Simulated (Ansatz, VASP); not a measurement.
# Ga4AsP3 in VASP and in Ansatz

```xyz
8
Lattice="3.8938 0.0000 0.0000 0.0000 3.8927 5.5016 0.0000 -3.8927 5.5016" Properties=species:S:1:pos:R:3 pbc="T T T"
P     0.0000    0.0000   -0.0001
P     1.9469   -1.9474    2.7504
P     1.9469    1.9474    2.7504
As    0.0000    0.0000    5.5031
Ga    1.9469    0.0000    9.6315
Ga    0.0000    1.9835    6.9002
Ga    0.0000   -1.9835    6.9002
Ga    1.9469    0.0000    4.0754
```

Alike in both runs: task single point; functional PBE; k mesh 6 × 4 × 4; occupations fermi-dirac, width 0.02 eV; no spin polarisation.

|  | VASP | Ansatz |
| --- | --- | --- |
| version | VASP 6.6.1 | Ansatz 0.2.0 |
| potentials or method | VASP PAW PBE potentials, release 64 (P, As, Ga_d) | plane waves, PAW |
| plane-wave cutoff (eV) | 520 | 420 |
| valence electrons in the cell | 72 | 82 |

Ansatz gave:

| Quantity | Value |
| --- | --- |
| gap on the k mesh at the Fermi level (eV) | 1.32 |
| pressure (GPa) | 2.6 |
| rms of the force components (eV/Å) | 0.018 |

Estimate VASP's values.

gap on the k mesh at the Fermi level (eV): 1.31; pressure (GPa): 2.6; rms of the force components (eV/Å): 0.024.

Atom by atom the forces differ by 0.006 eV/Å (rms over components). The functional is the same, so the differences come from potentials, cutoffs and numerics. VASP's potentials hold 72 valence electrons a cell and Ansatz's 82, so a difference there can come from the potentials and not from the codes.
